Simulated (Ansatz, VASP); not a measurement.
KCl in VASP and in Ansatz

```
CELL_PARAMETERS angstrom
-0.25249 3.13035 3.13035
3.13035 -0.25249 3.13035
3.13035 3.13035 -0.25249
ATOMIC_POSITIONS crystal
K 0.97713 0.97713 0.97713
Cl 0.52287 0.52287 0.52287
```

Alike in both runs: task single point; functional PBEsol; k mesh 6 × 6 × 6; occupations gaussian, width 0.02 eV; no spin polarisation.

|  | VASP | Ansatz |
| --- | --- | --- |
| version | VASP 6.6.1 | Ansatz 0.2.0 |
| potentials or method | VASP PAW PBE potentials, release 64 (K_sv, Cl), cutoff 520 eV | scalar-relativistic, plane waves, PAW |
| valence electrons in the cell | 16 | 16 |

```tsv
	VASP	Ansatz	Ansatz less VASP
gap on the k mesh at the Fermi level (eV)	4.58	4.58	+0.002
least direct gap on the mesh (eV)	4.58	4.58	+0.002
pressure (GPa)	-0.9	-1.0	-0.02
traceless stress, the component that is largest in VASP (GPa)	0.16	0.17	+0.011
rms of the force components (eV/Å)	0.149	0.146	-0.0038
```

VASP's potentials were made for PBE, not for PBEsol. Atom by atom the forces differ by 0.004 eV/Å (rms over components).
